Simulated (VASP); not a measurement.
# As (Cmce) in VASP: a series of runs

The runs below take As through single point, relaxation of cell and atoms, with PBEsol.

Everything below comes from runs of VASP 6.6.1. Logs are shortened: lines on timing, memory, paths and dates and some standing lists are left out, and cuts for length are marked.

## Step 1: The cell of the first run

Symmetry: Cmce, No. 64, orthorhombic system. Conventional cell: a = 3.614 Å, b = 10.890 Å, c = 4.470 Å, α = 90.00°, β = 90.00°, γ = 90.00°. As (site symmetry m) has 5 As at 2.46 to 3.31 Å within 3.4 Å.

## Step 2: Single point, PBEsol

The input, INCAR:

```
SYSTEM = As
ALGO = Normal
EDIFF = 1E-7
ENCUT = 520
GGA = PS
ISIF = 2
ISMEAR = -1
LASPH = .True.
LCHARG = .False.
LREAL = .False.
LWAVE = .False.
NBANDS = 18
NELM = 80
PREC = Accurate
SIGMA = 0.05
```

The input, KPOINTS:

```
k-points
0
Gamma
  7 7 5
  0 0 0
```

The input, POSCAR:

```
As
1.0
    1.8067500000     -5.4450000000      0.0000000000
    1.8067500000      5.4450000000      0.0000000000
    0.0000000000      0.0000000000      4.4700000000
As
4
Direct
    0.3900000000      0.6100000000      0.5600000000
    0.8900000000      0.1100000000      0.9400000000
    0.6100000000      0.3900000000      0.4400000000
    0.1100000000      0.8900000000      0.0600000000
```

Potentials or basis: VASP PAW PBE potentials, release 64 (As).

Run with:

```console
> cat potpaw_PBE.64/As/POTCAR > POTCAR
> mpirun -np 1 vasp_std > vasp.out
```

OUTCAR:

```text
SYSTEM = As
   EDIFF = 1E-7
   ENCUT = 520
   GGA = PS
   ISIF = 2
   ISMEAR = -1
   LASPH = .True.
   LREAL = .False.
   NELM = 80
   PREC = Accurate

 ion  position               nearest neighbor table
   1  0.390  0.610  0.560-   3 2.46   2 2.48   2 2.48
   2  0.890  0.110  0.940-   4 2.46   1 2.48   1 2.48
   3  0.610  0.390  0.440-   1 2.46   4 2.48   4 2.48
   4  0.110  0.890  0.060-   2 2.46   3 2.48   3 2.48

  LATTYP: Found a base centered orthorhombic cell.
 ALAT       =     3.6135000000
 B/A-ratio  =     3.0136986301
 C/A-ratio  =     1.2370278124

  Lattice vectors:

 A1 = (   1.8067500000,  -5.4450000000,   0.0000000000)
 A2 = (   1.8067500000,   5.4450000000,   0.0000000000)
 A3 = (   0.0000000000,   0.0000000000,   4.4700000000)

Analysis of symmetry for initial positions (statically):
=====================================================================
 Subroutine PRICEL returns:
 Original cell was already a primitive cell.

 Routine SETGRP: Setting up the symmetry group for a
 base centered orthorhombic supercell.

 Subroutine GETGRP returns: Found  8 space group operations
 (whereof  4 operations were pure point group operations)
 out of a pool of  8 trial point group operations.

The static configuration has the point symmetry C_2h.
 The point group associated with its full space group is D_2h.

Analysis of symmetry for dynamics (positions and initial velocities):
=====================================================================
 Subroutine PRICEL returns:
 Original cell was already a primitive cell.

 Routine SETGRP: Setting up the symmetry group for a
 base centered orthorhombic supercell.

 Subroutine GETGRP returns: Found  8 space group operations
 (whereof  4 operations were pure point group operations)
 out of a pool of  8 trial point group operations.

The dynamic configuration has the point symmetry C_2h.
 The point group associated with its full space group is D_2h.

 Subroutine INISYM returns: Found  8 space group operations
 (whereof  4 operations are pure point group operations),
 and found     1 'primitive' translations

----------------------------------------------------------------------------------------

                                     Primitive cell

  volume of cell :      87.9495

  direct lattice vectors                    reciprocal lattice vectors
     1.806750000 -5.445000000  0.000000000     0.276740003 -0.091827365  0.000000000
     1.806750000  5.445000000  0.000000000     0.276740003  0.091827365  0.000000000
     0.000000000  0.000000000  4.470000000     0.000000000  0.000000000  0.223713647

  length of vectors
     5.736930413  5.736930413  4.470000000     0.291577252  0.291577252  0.223713647

  position of ions in fractional coordinates (direct lattice)
     0.390000000  0.610000000  0.560000000
     0.890000000  0.110000000  0.940000000
     0.610000000  0.390000000  0.440000000
     0.110000000  0.890000000  0.060000000

  ion indices of the primitive-cell ions
   primitive index   ion index
                 1           1
                 2           2
                 3           3
                 4           4

----------------------------------------------------------------------------------------

 KPOINTS: k-points

Automatic generation of k-mesh.
 Grid dimensions read from file:
 generate k-points for:    7    7    5

 Generating k-lattice:

  Cartesian coordinates                     Fractional coordinates (reciprocal lattice)
     0.039534286 -0.013118195  0.000000000     0.142857143  0.000000000  0.000000000
     0.039534286  0.013118195  0.000000000     0.000000000  0.142857143  0.000000000
     0.000000000  0.000000000  0.044742729     0.000000000  0.000000000  0.200000000

  Length of vectors
     0.041653893  0.041653893  0.044742729

  Shift w.r.t. Gamma in fractional coordinates (k-lattice)
     0.000000000  0.000000000  0.000000000

 Subroutine IBZKPT returns following result:
 ===========================================

 Found     48 irreducible k-points:

 Following reciprocal coordinates:
            Coordinates               Weight
  0.000000  0.000000  0.000000      1.000000
  0.142857  0.000000  0.000000      4.000000
  0.285714  0.000000  0.000000      4.000000
  0.428571 -0.000000  0.000000      4.000000
  0.142857  0.142857  0.000000      2.000000
  0.285714  0.142857  0.000000      4.000000
[... 16 lines left out ...]
  0.428571  0.142857  0.200000      8.000000
 -0.428571  0.142857  0.200000      8.000000
 [... further k-points ...]
   k-points           NKPTS =     48   k-points in BZ     NKDIM =     48   number of bands    NBANDS=     18
   number of dos      NEDOS =    301   number of ions     NIONS =      4
   total plane-waves  NPLWV =  82944
   dimension x,y,z NGX =    48 NGY =   48 NGZ =   36
   dimension x,y,z NGXF=    96 NGYF=   96 NGZF=   72
   ions per type =               4
   NGX,Y,Z   is equivalent  to a cutoff of  13.91, 13.91, 13.39 a.u.
   NGXF,Y,Z  is equivalent  to a cutoff of  27.82, 27.82, 26.78 a.u.
 SYSTEM =  As
   PREC   = accura    normal or accurate (medium, high low for compatibility)
   ISTART =      0    job   : 0-new  1-cont  2-samecut
   ICHARG =      2    charge: 1-file 2-atom 10-const
   ISPIN  =      1    spin polarized calculation?
   LNONCOLLINEAR =      F non collinear calculations
   LSORBIT =      F    spin-orbit coupling
   LASPH  =      T    aspherical Exc in radial PAW
   ENCUT  =  520.0 eV  38.22 Ry    6.18 a.u.  10.67 10.67  8.31*2*pi/ulx,y,z
   NELM   =     80;   NELMIN=  2; NELMDL= -5     # of ELM steps
   EDIFF  = 0.1E-06   stopping-criterion for ELM
   LREAL  =      F    real-space projection
   EDIFFG = 0.1E-05   stopping-criterion for IOM
   NSW    =      0    number of steps for IOM
   IBRION =     -1    ionic relax: 0-MD 1-quasi-New 2-CG
   NFREE  =      0    steps in history (QN), initial steepest desc. (CG)
   ISIF   =      2    stress and relaxation
   ISYM   =      2    0-nonsym 1-usesym 2-fastsym
   POTIM  = 0.5000    time-step for ionic-motion
   TEBEG  =    0.0;   TEEND  =   0.0 temperature during run
   PSTRESS=    0.0 pullay stress
   NELECT =      20.0000    total number of electrons
   NUPDOWN=      -1.0000    fix difference up-down
   EMIN   =  10.00;   EMAX   =-10.00  energy-range for DOS
   EFERMI =   0.00;   METHOD = LEGACY
   ISMEAR =    -1;   SIGMA  =   0.05  broadening in eV -4-tet -1-fermi 0-gaus
   EFERMI_NEDOS =   21; number of points for ismear=-14 and -15
   IALGO  =     38    algorithm
   IMIX   =      4    mixing-type and parameters
     AMIX     =   0.40;   BMIX     =  1.00
     AMIX_MAG =   1.60;   BMIX_MAG =  1.00
  volume/ion in A,a.u.               =      21.99       148.38
  Fermi-wavevector in a.u.,A,eV,Ry     =   0.999249  1.888307 13.585395  0.998498
  Thomas-Fermi vector in A             =   2.131526
   LORBIT       =      0    0 simple, 1 ext, 2 COOP (PROOUT), +10 PAW based schemes
   GGA     = PS    functional components
   LHFCALC =     F    Hartree Fock is set to
   AEXX    =    0.0000 exact exchange contribution
   IVDW    =     0    specifies the selected vdW correction
   LEPSILON=     F    determine dielectric tensor
   LRPA    =     F    only Hartree local field effects (RPA)
 non-spin polarized calculation
  energy-cutoff  :      520.00
  volume of cell :       87.95
 maximum number of plane-waves:      2391
 NGX is ok and might be reduce to    48
   NGX = 21   NGY = 21   NGZ = 17

 number of electron      20.0000001 magnetization

 Free energy of the ion-electron system (eV)
  ---------------------------------------------------
  ext. energy  EPLUGINS =         0.00000000
  ---------------------------------------------------
  free energy    TOTEN  =       -20.21206646 eV

  energy without entropy =      -20.20754437  energy(sigma->0) =      -20.20980542

 E-fermi :   4.9553     XC(G=0):  -9.9863

 val. band max:        4.9325763783   @ k =  -0.1429   0.1429   0.4000
 cond. band min:       4.9673361151   @ k =   0.0000   0.0000   0.4000
 fundamental gap:      0.0347597368
 Fermi energy:         4.9553335927

 k-point     1 :       0.0000    0.0000    0.0000
  band No.  band energies     occupation
      1     -10.0830      2.00000
      2      -7.1934      2.00000
      3      -4.5961      2.00000
      4      -1.3298      2.00000
      5      -1.0359      2.00000
      6       0.4185      2.00000
[... 10 lines left out ...]
     17      11.9784      0.00000
     18      12.1427      0.00000

 k-point     2 :       0.1429    0.0000    0.0000
  band No.  band energies     occupation
      1      -9.8621      2.00000
      2      -7.0209      2.00000
      3      -4.8202      2.00000
      4      -1.6237      2.00000
      5      -1.0754      2.00000
      6       0.6470      2.00000
[... 10 lines left out ...]
     17      10.6480      0.00000
     18      11.8914      0.00000

 k-point     3 :       0.2857    0.0000    0.0000
  band No.  band energies     occupation
      1      -9.2112      2.00000
      2      -6.5003      2.00000
      3      -5.6168      2.00000
      4      -2.9886      2.00000
      5      -0.3457      2.00000
      6       0.6307      2.00000
[... 10 lines left out ...]
     17      11.6795      0.00000
     18      11.8286      0.00000

 k-point     4 :       0.4286   -0.0000    0.0000
  band No.  band energies     occupation
      1      -8.1770      2.00000
      2      -6.8816      2.00000
      3      -5.6297      2.00000
      4      -4.4293      2.00000
      5       0.6677      2.00000
      6       0.8738      2.00000
[... 10 lines left out ...]
     17      12.2709      0.00000
     18      12.4048      0.00000

 k-point     5 :       0.1429    0.1429    0.0000
  band No.  band energies     occupation
      1      -9.2632      2.00000
      2      -6.3488      2.00000
      3      -5.5959      2.00000
      4      -3.0517      2.00000
      5      -0.5654      2.00000
      6       0.6149      2.00000
[... 10 lines left out ...]
     17      11.7449      0.00000
     18      12.6023      0.00000

 k-point     6 :       0.2857    0.1429    0.0000
  band No.  band energies     occupation
      1      -8.2682      2.00000
      2      -6.7911      2.00000
      3      -5.3708      2.00000
      4      -4.6486      2.00000
      5       0.2909      2.00000
      6       0.8992      2.00000
[... 10 lines left out ...]
     17      11.8020      0.00000
     18      12.7232      0.00000

 k-point     7 :       0.4286    0.1429    0.0000
  band No.  band energies     occupation
      1      -8.0424      2.00000
      2      -6.9792      2.00000
      3      -5.9505      2.00000
      4      -4.1523      2.00000
      5       0.7399      2.00000
      6       1.1348      2.00000
[... 10 lines left out ...]
     17      12.4529      0.00000
     18      12.5436      0.00000

 k-point     8 :      -0.4286    0.1429    0.0000
  band No.  band energies     occupation
      1      -9.0775      2.00000
      2      -6.8366      2.00000
      3      -5.6615      2.00000
      4      -2.8406      2.00000
      5       0.1621      2.00000
      6       0.6115      2.00000
[... 10 lines left out ...]
     17      11.5537      0.00000
     18      11.7676      0.00000
[... 229 lines left out ...]
     17      11.4223      0.00000
     18      12.8122      0.00000

 k-point    20 :       0.4286   -0.0000    0.2000
  band No.  band energies     occupation
      1      -8.0023      2.00000
      2      -6.8928      2.00000
      3      -5.4877      2.00000
      4      -4.4445      2.00000
      5      -0.2827      2.00000
      6       0.5469      2.00000
[... 10 lines left out ...]
     17      11.7565      0.00000
     18      12.2121      0.00000

 k-point    21 :       0.1429    0.1429    0.2000
  band No.  band energies     occupation
      1      -9.0436      2.00000
      2      -6.7268      2.00000
      3      -5.2870      2.00000
      4      -3.2058      2.00000
      5      -0.3696      2.00000
      6      -0.3318      2.00000
[... 10 lines left out ...]
     17      11.6265      0.00000
     18      12.8766      0.00000

 k-point    22 :       0.2857    0.1429    0.2000
  band No.  band energies     occupation
      1      -8.0865      2.00000
      2      -6.8263      2.00000
      3      -5.2601      2.00000
      4      -4.6073      2.00000
      5      -0.1932      2.00000
      6       0.2451      2.00000
[... 10 lines left out ...]
     17      11.4780      0.00000
     18      12.5292      0.00000

 k-point    23 :       0.4286    0.1429    0.2000
  band No.  band energies     occupation
      1      -7.8794      2.00000
      2      -6.9694      2.00000
      3      -5.7682      2.00000
      4      -4.2426      2.00000
      5      -0.3396      2.00000
      6       0.7626      2.00000
[... 10 lines left out ...]
     17      11.1498      0.00000
     18      12.3240      0.00000

 k-point    24 :      -0.4286    0.1429    0.2000
  band No.  band energies     occupation
      1      -8.8673      2.00000
      2      -6.9659      2.00000
      3      -5.5396      2.00000
      4      -3.1926      2.00000
      5      -0.5603      2.00000
      6       0.4620      2.00000
[... 10 lines left out ...]
     17      11.3999      0.00000
     18      12.5295      0.00000

 [... further k-points ...]

------------------------ aborting loop because EDIFF is reached ----------------------------------------

  FORCE on cell =-STRESS in cart. coord.  units (eV):
  Direction    XX          YY          ZZ          XY          YZ          ZX
  --------------------------------------------------------------------------------------
  -------------------------------------------------------------------------------------
  Total        1.4132798      1.2928261     -0.0167632      0.0000000      0.0000000      0.0000000
  in kB       25.7457337     23.5514264     -0.3053751      0.0000000      0.0000000      0.0000000
  external PRESSURE =      16.3305950 kB  Pullay stress =       0.0000000 kB

 VOLUME and BASIS-vectors are now :
 -----------------------------------------------------------------------------
  energy-cutoff  :      520.00
  volume of cell :       87.95
      direct lattice vectors                 reciprocal lattice vectors
     1.806750000 -5.445000000  0.000000000     0.276740003 -0.091827365  0.000000000
     1.806750000  5.445000000  0.000000000     0.276740003  0.091827365  0.000000000
     0.000000000  0.000000000  4.470000000     0.000000000  0.000000000  0.223713647

 POSITION                                       TOTAL-FORCE (eV/Angst)
 -----------------------------------------------------------------------------------
      1.80675      1.19790      2.50320         0.000000      0.283868      0.022907
      1.80675     -4.24710      4.20180         0.000000      0.283868     -0.022907
      1.80675     -1.19790      1.96680         0.000000     -0.283868     -0.022907
      1.80675      4.24710      0.26820         0.000000     -0.283868      0.022907
 -----------------------------------------------------------------------------------
    total drift:                               -0.000000      0.000000     -0.000000

  FREE ENERGIE OF THE ION-ELECTRON SYSTEM (eV)
  ---------------------------------------------------
  free  energy   TOTEN  =       -20.2120664602 eV

  energy  without entropy=      -20.2075443715  energy(sigma->0) =      -20.20980542
```

Run time: 2.4 min. Hardware: 1 thread of AMD EPYC 7R13, shared host; peak memory 0.26 GiB.

What came out:

- Free energy: -20.2121 eV
- Pressure: 1.6 GPa
- Largest force: 0.285 eV/Å
- Band gap on the k mesh: zero (bands 10 and 11 overlap by 0.18 eV)

Forces on the atoms (eV/Å):
```
As   0.000  0.284  0.023
As   0.000  0.284 -0.023
As   0.000 -0.284 -0.023
As   0.000 -0.284  0.023
```

Caveat: the PAW data sets were made with another functional, which shifts forces and pressure a little.

(Continued in part 2 of 2.)
